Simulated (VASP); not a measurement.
Write the native input for VASP 6.6.1 that does the following.

```
Task                   : single point
Functional             : PBEsol
Potentials or basis    : VASP PAW PBE potentials, release 64 (Ag)
Cutoff                 : 520 eV
k mesh                 : 17 × 17 × 17
Occupations            : fermi-dirac, width 0.1 eV
Spin                   : no spin polarisation
Dipole correction      : no
Further INCAR settings : ALGO = Normal; EDIFF = 1e-06; NBANDS = 12
```

The structure of Ag lies in POSCAR:

```
Ag
1.0
    0.0000000000      2.0267726252      2.0267726252
    2.0267726252      0.0000000000      2.0267726252
    2.0267726252      2.0267726252      0.0000000000
Ag
1
Direct
    0.0000000000      0.0000000000      0.0000000000
```

One way to write it, as run:

INCAR

```
  PREC = Accurate
  ENCUT = 520
  EDIFF = 1E-6
  ISMEAR = -1
  SIGMA = 0.1
  LREAL = False
  LASPH = True
  NELM = 80
  ALGO = Normal
  ISIF = 2
  LWAVE = False
  LCHARG = False
  GGA = PS
  NBANDS = 12
```

KPOINTS

```
Automatic mesh
0
Gamma
  17 17 17
```

Potentials or basis: VASP PAW PBE potentials, release 64 (Ag).

Run with:

```bash
$ cat potpaw_PBE.64/Ag/POTCAR > POTCAR
$ mpirun -np 1 vasp_std > vasp.out
```

Results of the run:

```yaml
Pressure: -0.2 GPa
Band_gap_on_the_k_mesh: zero (an odd number of electrons rules out a gap without spin polarisation)
```

Caveat: the PAW data sets were made with another functional, which shifts forces and pressure a little.

Wall time 34 s on 1 thread of AMD EPYC 7R13 (shared host), peak memory 0.13 GiB.
